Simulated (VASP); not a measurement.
Here is a VASP 6.6.1 calculation.

Contents of INCAR:

```
SYSTEM = RbTi
ALGO = Normal ; EDIFF = 1E-8
ENCUT = 520 ; GGA = PS
ISIF = 2 ; ISMEAR = -1
LASPH = .TRUE. ; LCHARG = .FALSE.
LEFG = .TRUE. ; LREAL = .FALSE.
LWAVE = .FALSE. ; NBANDS = 18
NELM = 60 ; PREC = Accurate
SIGMA = 0.03
```

Contents of KPOINTS:

```
k-points
0
G
  10 10 10
  0 0 0
```

The input POSCAR:

```
RbTi
1.0
    3.9522316920      0.0000000000      0.0000000000
    0.0000000000      3.9522316920      0.0000000000
    0.0000000000      0.0000000000      3.9522316920
Rb Ti
1 1
Direct
    0.0000000000      0.0000000000      0.0000000000
    0.5000000000      0.5000000000      0.5000000000
```

Potentials or basis: VASP PAW PBE potentials, release 64 (Rb_sv, Ti_sv).

Launch:

```bash
$ cat potpaw_PBE.64/Rb_sv/POTCAR potpaw_PBE.64/Ti_sv/POTCAR > POTCAR
$ mpirun -np 1 vasp_std > vasp.out
```

Question: What does it give for the band gap on the k mesh?

Answer: Zero (an odd number of electrons rules out a gap without spin polarisation).

Question: Estimate the pressure.

Answer: 0.8 GPa.

Caveat: the PAW data sets were made with another functional, which shifts forces and pressure a little.
